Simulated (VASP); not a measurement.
# Mg5Se (F-43m) in VASP: a series of runs

Runs on Mg5Se. Level: PBE. Tasks: single point, relaxation of cell and atoms.

Program: VASP 6.6.1. These are calculated values, not measurements. Logs are shortened: lines on timing, memory, paths and dates and some standing lists are left out, and cuts for length are marked.

## (1) The cell of the first run

The structure is cubic, space group F-43m (No. 216). The conventional cell has a = 7.597 Å, b = 7.597 Å, c = 7.597 Å, α = 90.00°, β = 90.00°, γ = 90.00°. Within 3.5 Å of Mg (site symmetry 3m) lie 9 Mg at 2.69 to 3.15 Å and 3 Se at 3.15 Å. Within 4.1 Å of Mg (site symmetry -43m) lie 12 Mg at 3.15 Å and 4 Se at 3.29 Å. Se (site symmetry -43m) has 16 Mg at 3.15 to 3.29 Å within 4.1 Å.

The cell was built from a structure type or drawn by symmetry, and may not be a known phase.

## (2) Single point, PBE

INCAR reads:

```
ALGO     = Normal         # electronic algorithm
EDIFF    = 1E-6           # SCF threshold, eV
ENCUT    = 520            # plane-wave cutoff, eV
GGA      = PE             # functional
ISIF     = 2              # what is computed and relaxed
ISMEAR   = 0              # smearing method
LASPH    = T              # aspherical terms in the spheres
LCHARG   = T              # write CHGCAR
LELF     = T              # ELF
LREAL    = F              # projectors in reciprocal space
LVHAR    = T            
LWAVE    = F              # write WAVECAR
NBANDS   = 17             # bands
NELM     = 100            # most SCF steps
PREC     = Accurate       # precision mode
SIGMA    = 0.1            # smearing width, eV
```

KPOINTS reads:

```
k-points
0
Gamma
  4 4 4
```

POSCAR reads:

```
Mg5Se
1.0
    0.0000000000      3.7982900700      3.7982900700
    3.7982900700      0.0000000000      3.7982900700
    3.7982900700      3.7982900700      0.0000000000
Mg Se
5 1
Direct
    0.3750000000      0.3750000000      0.8750000000
    0.3750000000      0.8750000000      0.3750000000
    0.8750000000      0.3750000000      0.3750000000
    0.3750000000      0.3750000000      0.3750000000
    0.7500000000      0.7500000000      0.7500000000
    0.0000000000      0.0000000000      0.0000000000
```

Potentials or basis: VASP PAW PBE potentials, release 64 (Mg, Se).

Run with:

```
> cat potpaw_PBE.64/Mg/POTCAR potpaw_PBE.64/Se/POTCAR > POTCAR
> mpirun -np 1 vasp_std > vasp.out
```

OUTCAR:

```text
EDIFF = 1E-6
   ENCUT = 520
   GGA = PE
   ISIF = 2
   ISMEAR = 0
   LASPH = T
   LREAL = F
   NELM = 100
   PREC = Accurate

 ion  position               nearest neighbor table
   1  0.375  0.375  0.875-   4 2.69   2 2.69   3 2.69   4 2.69   2 2.69   3 2.69   6 3.15   5 3.15
                             6 3.15   5 3.15   6 3.15   5 3.15
   2  0.375  0.875  0.375-   4 2.69   1 2.69   1 2.69   3 2.69   4 2.69   3 2.69   5 3.15   6 3.15
                             5 3.15   6 3.15   6 3.15   5 3.15
   3  0.875  0.375  0.375-   4 2.69   1 2.69   2 2.69   1 2.69   2 2.69   4 2.69   5 3.15   6 3.15
                             5 3.15   5 3.15   6 3.15   6 3.15
   4  0.375  0.375  0.375-   1 2.69   2 2.69   3 2.69   1 2.69   2 2.69   3 2.69   6 3.15   5 3.15
                             6 3.15   5 3.15   6 3.15   5 3.15
   5  0.750  0.750  0.750-   1 3.15   2 3.15   4 3.15   1 3.15   3 3.15   4 3.15   2 3.15   3 3.15
                             4 3.15   1 3.15   2 3.15   3 3.15
   6  0.000  0.000  0.000-   1 3.15   2 3.15   3 3.15   2 3.15   3 3.15   4 3.15   1 3.15   3 3.15
                             4 3.15   1 3.15   2 3.15   4 3.15

  LATTYP: Found a face centered cubic cell.
 ALAT       =     7.5965801400

  Lattice vectors:

 A1 = (   0.0000000000,   3.7982900700,   3.7982900700)
 A2 = (   3.7982900700,   0.0000000000,   3.7982900700)
 A3 = (   3.7982900700,   3.7982900700,   0.0000000000)

Analysis of symmetry for initial positions (statically):
=====================================================================
 Subroutine PRICEL returns:
 Original cell was already a primitive cell.

 Routine SETGRP: Setting up the symmetry group for a
 face centered cubic supercell.

 Subroutine GETGRP returns: Found 24 space group operations
 (whereof 24 operations were pure point group operations)
 out of a pool of 48 trial point group operations.

The static configuration has the point symmetry T_d .

Analysis of symmetry for dynamics (positions and initial velocities):
=====================================================================
 Subroutine PRICEL returns:
 Original cell was already a primitive cell.

 Routine SETGRP: Setting up the symmetry group for a
 face centered cubic supercell.

 Subroutine GETGRP returns: Found 24 space group operations
 (whereof 24 operations were pure point group operations)
 out of a pool of 48 trial point group operations.

The dynamic configuration has the point symmetry T_d .

 Subroutine INISYM returns: Found 24 space group operations
 (whereof 24 operations are pure point group operations),
 and found     1 'primitive' translations

----------------------------------------------------------------------------------------

                                     Primitive cell

  volume of cell :     109.5959

  direct lattice vectors                    reciprocal lattice vectors
     0.000000000  3.798290070  3.798290070    -0.131638182  0.131638182  0.131638182
     3.798290070  0.000000000  3.798290070     0.131638182 -0.131638182  0.131638182
     3.798290070  3.798290070  0.000000000     0.131638182  0.131638182 -0.131638182

  length of vectors
     5.371593331  5.371593331  5.371593331     0.228004020  0.228004020  0.228004020

  position of ions in fractional coordinates (direct lattice)
     0.375000000  0.375000000  0.875000000
     0.375000000  0.875000000  0.375000000
     0.875000000  0.375000000  0.375000000
     0.375000000  0.375000000  0.375000000
     0.750000000  0.750000000  0.750000000
     0.000000000  0.000000000  0.000000000

  ion indices of the primitive-cell ions
   primitive index   ion index
                 1           1
                 2           2
                 3           3
                 4           4
                 5           5
                 6           6

----------------------------------------------------------------------------------------

 KPOINTS: k-points

Automatic generation of k-mesh.
 Grid dimensions read from file:
 generate k-points for:    4    4    4

 Generating k-lattice:

  Cartesian coordinates                     Fractional coordinates (reciprocal lattice)
    -0.032909546  0.032909546  0.032909546     0.250000000  0.000000000  0.000000000
     0.032909546 -0.032909546  0.032909546     0.000000000  0.250000000  0.000000000
     0.032909546  0.032909546 -0.032909546     0.000000000  0.000000000  0.250000000

  Length of vectors
     0.057001005  0.057001005  0.057001005

  Shift w.r.t. Gamma in fractional coordinates (k-lattice)
     0.000000000  0.000000000  0.000000000

 Subroutine IBZKPT returns following result:
 ===========================================

 Found      8 irreducible k-points:

 Following reciprocal coordinates:
            Coordinates               Weight
  0.000000  0.000000  0.000000      1.000000
  0.250000  0.000000  0.000000      8.000000
  0.500000  0.000000  0.000000      4.000000
  0.250000  0.250000  0.000000      6.000000
  0.500000  0.250000  0.000000     24.000000
 -0.250000  0.250000  0.000000     12.000000
  0.500000  0.500000  0.000000      3.000000
 -0.250000  0.500000  0.250000      6.000000
   k-points           NKPTS =      8   k-points in BZ     NKDIM =      8   number of bands    NBANDS=     17
   number of dos      NEDOS =    301   number of ions     NIONS =      6
   total plane-waves  NPLWV =  64000
   dimension x,y,z NGX =    40 NGY =   40 NGZ =   40
   dimension x,y,z NGXF=    80 NGYF=   80 NGZF=   80
   ions per type =               5   1
   NGX,Y,Z   is equivalent  to a cutoff of  12.38, 12.38, 12.38 a.u.
   NGXF,Y,Z  is equivalent  to a cutoff of  24.76, 24.76, 24.76 a.u.
 SYSTEM =  unknown system
   PREC   = accura    normal or accurate (medium, high low for compatibility)
   ISTART =      0    job   : 0-new  1-cont  2-samecut
   ICHARG =      2    charge: 1-file 2-atom 10-const
   ISPIN  =      1    spin polarized calculation?
   LNONCOLLINEAR =      F non collinear calculations
   LSORBIT =      F    spin-orbit coupling
   LASPH  =      T    aspherical Exc in radial PAW
   ENCUT  =  520.0 eV  38.22 Ry    6.18 a.u.   9.99  9.99  9.99*2*pi/ulx,y,z
   NELM   =    100;   NELMIN=  2; NELMDL= -5     # of ELM steps
   EDIFF  = 0.1E-05   stopping-criterion for ELM
   LREAL  =      F    real-space projection
   EDIFFG = 0.1E-04   stopping-criterion for IOM
   NSW    =      0    number of steps for IOM
   IBRION =     -1    ionic relax: 0-MD 1-quasi-New 2-CG
   NFREE  =      0    steps in history (QN), initial steepest desc. (CG)
   ISIF   =      2    stress and relaxation
   ISYM   =      2    0-nonsym 1-usesym 2-fastsym
   POTIM  = 0.5000    time-step for ionic-motion
   TEBEG  =    0.0;   TEEND  =   0.0 temperature during run
   PSTRESS=    0.0 pullay stress
   NELECT =      16.0000    total number of electrons
   NUPDOWN=      -1.0000    fix difference up-down
   EMIN   =  10.00;   EMAX   =-10.00  energy-range for DOS
   EFERMI =   0.00;   METHOD = LEGACY
   ISMEAR =     0;   SIGMA  =   0.10  broadening in eV -4-tet -1-fermi 0-gaus
   EFERMI_NEDOS =   21; number of points for ismear=-14 and -15
   IALGO  =     38    algorithm
   IMIX   =      4    mixing-type and parameters
     AMIX     =   0.40;   BMIX     =  1.00
     AMIX_MAG =   1.60;   BMIX_MAG =  1.00
  volume/ion in A,a.u.               =      18.27       123.26
  Fermi-wavevector in a.u.,A,eV,Ry     =   0.862019  1.628979 10.110167  0.743076
  Thomas-Fermi vector in A             =   1.979759
   LORBIT       =      0    0 simple, 1 ext, 2 COOP (PROOUT), +10 PAW based schemes
   GGA     = PE    functional components
   LHFCALC =     F    Hartree Fock is set to
   AEXX    =    0.0000 exact exchange contribution
   IVDW    =     0    specifies the selected vdW correction
   LEPSILON=     F    determine dielectric tensor
   LRPA    =     F    only Hartree local field effects (RPA)
 non-spin polarized calculation
 Gauss-broadening in eV      SIGMA  =   0.10
  energy-cutoff  :      520.00
  volume of cell :      109.60
 maximum number of plane-waves:      2996
   NGX = 19   NGY = 19   NGZ = 19

 number of electron      16.0000002 magnetization

 Free energy of the ion-electron system (eV)
  ---------------------------------------------------
  ext. energy  EPLUGINS =         0.00000000
  ---------------------------------------------------
  free energy    TOTEN  =        -9.63807825 eV

  energy without entropy =       -9.62841371  energy(sigma->0) =       -9.63324598

 E-fermi :   4.5179     XC(G=0):  -9.5023

 val. band max:        4.4117803252   @ k =   0.5000   0.2500   0.0000
 cond. band min:       4.5948828960   @ k =   0.5000   0.5000   0.0000
 fundamental gap:      0.1831025708
 Fermi energy:         4.5178983598

 k-point     1 :       0.0000    0.0000    0.0000
  band No.  band energies     occupation
      1      -9.1828      2.00000
      2      -1.6466      2.00000
      3       0.5923      2.00000
      4       0.5923      2.00000
      5       0.5923      2.00000
      6       3.1440      2.00000
[... 9 lines left out ...]
     16      11.9524      0.00000
     17      11.9524      0.00000

 k-point     2 :       0.2500    0.0000    0.0000
  band No.  band energies     occupation
      1      -9.1051      2.00000
      2      -2.0674      2.00000
      3       0.4536      2.00000
      4       0.4536      2.00000
      5       0.6535      2.00000
      6       2.5088      2.00000
[... 9 lines left out ...]
     16       9.5387      0.00000
     17      10.7736      0.00000

 k-point     3 :       0.5000    0.0000    0.0000
  band No.  band energies     occupation
      1      -9.0234      2.00000
      2      -2.4044      2.00000
      3       0.3442      2.00000
      4       0.3442      2.00000
      5       0.3896      2.00000
      6       2.2815      2.00000
[... 72 lines left out ...]
 k-point     7 :       0.5000    0.5000    0.0000
  band No.  band energies     occupation
      1      -8.9777      2.00000
      2      -1.9138      2.00000
      3      -0.3161      2.00000
      4      -0.3161      2.00000
      5      -0.2596      2.00000
      6       1.5033      2.00000
[... 9 lines left out ...]
     16       9.1435      0.00000
     17      10.2781      0.00000

 k-point     8 :      -0.2500    0.5000    0.2500
  band No.  band energies     occupation
      1      -8.9756      2.00000
      2      -1.5222      2.00000
      3      -1.1713      2.00000
      4      -1.1454      2.00000
      5       1.5453      2.00000
      6       2.8866      2.00000
[... 9 lines left out ...]
     16      10.1264      0.00000
     17      10.1637      0.00000

------------------------ aborting loop because EDIFF is reached ----------------------------------------

  FORCE on cell =-STRESS in cart. coord.  units (eV):
  Direction    XX          YY          ZZ          XY          YZ          ZX
  --------------------------------------------------------------------------------------
  -------------------------------------------------------------------------------------
  Total        9.6905079      9.6905079      9.6905079     -0.0000000      0.0000000     -0.0000000
  in kB      141.6650572    141.6650572    141.6650572     -0.0000000      0.0000000     -0.0000000
  external PRESSURE =     141.6650572 kB  Pullay stress =       0.0000000 kB

 VOLUME and BASIS-vectors are now :
 -----------------------------------------------------------------------------
  energy-cutoff  :      520.00
  volume of cell :      109.60
      direct lattice vectors                 reciprocal lattice vectors
     0.000000000  3.798290070  3.798290070    -0.131638182  0.131638182  0.131638182
     3.798290070  0.000000000  3.798290070     0.131638182 -0.131638182  0.131638182
     3.798290070  3.798290070  0.000000000     0.131638182  0.131638182 -0.131638182

 POSITION                                       TOTAL-FORCE (eV/Angst)
 -----------------------------------------------------------------------------------
      4.74786      4.74786      2.84872        -0.044464     -0.044464      0.044464
      4.74786      2.84872      4.74786        -0.044464      0.044464     -0.044464
      2.84872      4.74786      4.74786         0.044464     -0.044464     -0.044464
      2.84872      2.84872      2.84872         0.044464      0.044464      0.044464
      5.69744      5.69744      5.69744        -0.000000     -0.000000     -0.000000
      0.00000      0.00000      0.00000        -0.000000     -0.000000     -0.000000
 -----------------------------------------------------------------------------------
    total drift:                               -0.000000     -0.000000     -0.000000

  FREE ENERGIE OF THE ION-ELECTRON SYSTEM (eV)
  ---------------------------------------------------
  free  energy   TOTEN  =        -9.6380782485 eV

  energy  without entropy=       -9.6284137064  energy(sigma->0) =       -9.63324598
```

Wall time 24 s (1 thread of Intel Xeon 8259CL, shared host); peak memory 0.23 GiB.

Results:

| Property | Result |
| --- | --- |
| Free energy | -9.6381 eV |
| Pressure | 14.2 GPa |
| Band gap on the k mesh | zero (bands 8 and 9 overlap by 1.63 eV) |

Levels at points of the mesh, in eV from the Fermi level:
```tsv
k point	band 5	band 6	band 7	band 8	band 9	band 10	band 11	band 12
(0.00, 0.00, 0.00)	-3.93	-1.37	-0.60	-0.60	-0.60	1.19	1.43	1.43
(0.50, 0.00, 0.00)	-4.13	-2.24	-1.09	-1.09	-0.18	2.30	2.30	2.65
(0.50, 0.50, 0.00)	-4.78	-3.01	0.08	0.97	0.97	1.03	3.82	3.98
```

Caveat: the cell stands under pressure.

## (3) Single point, PBE

This run uses another cell than the first one, of 23.32 Å³/atom.

INCAR reads:

```
SYSTEM = Mg5Se
PREC = Accurate
ENCUT = 520
EDIFF = 1E-6
ISMEAR = 0
SIGMA = 0.1
LREAL = .FALSE.
LASPH = .TRUE.
NELM = 100
ALGO = Normal
ISIF = 2
LWAVE = .FALSE.
LCHARG = .FALSE.
GGA = PE
NBANDS = 17
```

KPOINTS reads:

```
Automatic mesh
0
G
  4 4 4
  0 0 0
```

POSCAR reads:

```
Mg5Se
1.0
    0.0000000000      4.1204304716      4.1204304716
    4.1204304716      0.0000000000      4.1204304716
    4.1204304716      4.1204304716      0.0000000000
Mg Se
5 1
Direct
    0.3753039368      0.3753039368      0.8740881895
    0.3753039368      0.8740881895      0.3753039368
    0.8740881895      0.3753039368      0.3753039368
    0.3753039368      0.3753039368      0.3753039368
    0.7500000000      0.7500000000      0.7500000000
    0.0000000000      0.0000000000      0.0000000000
```

Potentials or basis: VASP PAW PBE potentials, release 64 (Mg, Se).

Run with:

```
> cat potpaw_PBE.64/Mg/POTCAR potpaw_PBE.64/Se/POTCAR > POTCAR
> mpirun -np 1 vasp_std > vasp.out
```

It took 45 s on 1 thread of Intel Xeon 8259CL, shared host; peak memory 0.32 GiB.

Results (log left out):

- Free energy: -10.7484 eV
- Pressure: 0.1 GPa
- Largest force: 0.018 eV/Å
- Band gap on the k mesh: zero (bands 8 and 9 overlap by 1.09 eV)

Forces in eV/Å, atoms in the order of the input:
```
Mg   0.011  0.011 -0.011
Mg   0.011 -0.011  0.011
Mg  -0.011  0.011  0.011
Mg  -0.011 -0.011 -0.011
Mg   0.000  0.000  0.000
Se   0.000  0.000  0.000
```

Levels at points of the mesh, in eV from the Fermi level:
| k point | band 6 | band 7 | band 8 | band 9 | band 10 | band 11 |
| --- | --- | --- | --- | --- | --- | --- |
| (0.00, 0.00, 0.00) | -1.28 | -0.29 | -0.29 | -0.29 | 0.68 | 1.07 |
| (0.50, 0.00, 0.00) | -1.99 | -0.83 | -0.83 | -0.30 | 1.94 | 1.94 |
| (0.50, 0.50, 0.00) | -2.57 | -0.15 | 0.67 | 0.67 | 0.69 | 3.70 |

## (4) Relaxation of cell and atoms, PBE

INCAR reads:

```
SYSTEM = Mg5Se
PREC = Accurate ; ENCUT = 600
EDIFF = 1E-6 ; ISMEAR = 0
SIGMA = 0.1 ; LREAL = .False.
LASPH = .True. ; NELM = 60
ALGO = Normal ; ISIF = 3
LWAVE = .False. ; LCHARG = .False.
GGA = PE ; IBRION = 2
NSW = 90 ; EDIFFG = -0.04
```

KPOINTS reads:

```
regular mesh
0
Gamma
  4 4 4
  0 0 0
```

POSCAR reads:

```
Mg5Se
1.0
    0.0000000000      3.7982900700      3.7982900700
    3.7982900700      0.0000000000      3.7982900700
    3.7982900700      3.7982900700      0.0000000000
Mg Se
5 1
Direct
    0.3750000000      0.3750000000      0.8750000000
    0.3750000000      0.8750000000      0.3750000000
    0.8750000000      0.3750000000      0.3750000000
    0.3750000000      0.3750000000      0.3750000000
    0.7500000000      0.7500000000      0.7500000000
    0.0000000000      0.0000000000      0.0000000000
```

Run with:

```
> cat potpaw_PBE.64/Mg/POTCAR potpaw_PBE.64/Se/POTCAR > POTCAR
> mpirun -np 1 vasp_std > vasp.out
```

It took 82 s on 1 thread of Intel Xeon 8259CL, shared host; peak memory 0.33 GiB.

It converged, with:

```yaml
Free_energy: -10.7481 eV
Relaxed_volume: 23.49 Å³/atom
Relaxed_cell: a = 5.841 Å, b = 5.841 Å, c = 5.841 Å, α = 60.00°, β = 60.00°, γ = 60.00°
Space_group_after_relaxing_to_0.1_Å: F-43m (No. 216)
Energy_gained_by_relaxing: 184.9 meV/atom
Ionic_steps: 3
Pressure_after_relaxing: -0.1 GPa
Band_gap_on_the_k_mesh: zero (bands 8 and 9 overlap by 1.07 eV)
```

The path:
```tsv
step	energy change (eV)	largest force (eV/Å)	pressure (GPa)	volume (Å³)
1	0.0000	0.0771	14.16	109.60
2	-1.1018	0.0150	0.82	137.26
3	-1.1094	0.0199	-0.14	140.93
```

Final structure:
```
Mg Se
1.0
     0.00000    4.13040    4.13040
     4.13040    0.00000    4.13040
     4.13040    4.13040    0.00000
Mg Se
5 1
Direct
  0.37531 0.37531 0.87406
  0.37531 0.87406 0.37531
  0.87406 0.37531 0.37531
  0.37531 0.37531 0.37531
  0.75000 0.75000 0.75000
  0.00000 0.00000 0.00000
```

Levels at points of the mesh, in eV from the Fermi level:
```tsv
k point	band 6	band 7	band 8	band 9	band 10	band 11
(0.00, 0.00, 0.00)	-1.27	-0.28	-0.28	-0.28	0.66	1.06
(0.50, 0.00, 0.00)	-1.98	-0.82	-0.82	-0.30	1.93	1.93
(0.50, 0.50, 0.00)	-2.56	-0.16	0.66	0.66	0.68	3.69
```

Caveat: the volume moved by over 15 % at a fixed basis, so the end points are rough.

## (5) Single point, PBE

This run uses another cell than the first one, of 23.53 Å³/atom.

INCAR reads:

```
PREC = Accurate ; ENCUT = 520
EDIFF = 1E-6 ; ISMEAR = 0
SIGMA = 0.1 ; LREAL = False
LASPH = True ; NELM = 100
ALGO = Normal ; ISIF = 2
LWAVE = False ; LCHARG = False
GGA = PE ; NBANDS = 17
```

KPOINTS reads:

```
Automatic mesh
0
Gamma
  8 8 8
```

POSCAR reads:

```
Mg5Se
1.0
    0.0000000000      4.1327428388      4.1327428388
    4.1327428388      0.0000000000      4.1327428388
    4.1327428388      4.1327428388      0.0000000000
Mg Se
5 1
Direct
    0.6247831633      0.6247831633      0.6247831633
    0.1256505100      0.6247831633      0.6247831633
    0.6247831633      0.6247831633      0.1256505100
    0.6247831633      0.1256505100      0.6247831633
    0.2500000000      0.2500000000      0.2500000000
    0.0000000000      0.0000000000      0.0000000000
```

Run with:

```
> cat potpaw_PBE.64/Mg/POTCAR potpaw_PBE.64/Se/POTCAR > POTCAR
> mpirun -np 1 vasp_std > vasp.out
```

It took 1.9 min on 1 thread of Intel Xeon 8259CL, shared host; peak memory 0.35 GiB.

It converged, with:

```yaml
Free_energy: -10.7253 eV
Pressure: -0.1 GPa
Largest_force: 0.005 eV/Å
Band_gap_on_the_k_mesh: zero (bands 8 and 9 overlap by 1.22 eV)
```

Forces on the atoms (eV/Å):
```
Mg   0.003  0.003  0.003
Mg   0.003 -0.003 -0.003
Mg  -0.003 -0.003  0.003
Mg  -0.003  0.003 -0.003
Mg   0.000  0.000  0.000
Se   0.000  0.000  0.000
```

Levels at points of the mesh, in eV from the Fermi level:
```csv
k point,band 5,band 6,band 7,band 8,band 9,band 10,band 11,band 12
"(0.00, 0.00, 0.00)",-2.94,-1.29,-0.29,-0.29,-0.29,0.65,1.04,1.04
"(0.50, 0.00, 0.00)",-3.14,-1.98,-0.84,-0.84,-0.29,1.92,1.92,2.04
"(0.50, 0.50, 0.00)",-3.75,-2.58,-0.13,0.67,0.67,0.67,3.67,3.68
```

[end of part 1 of 2]
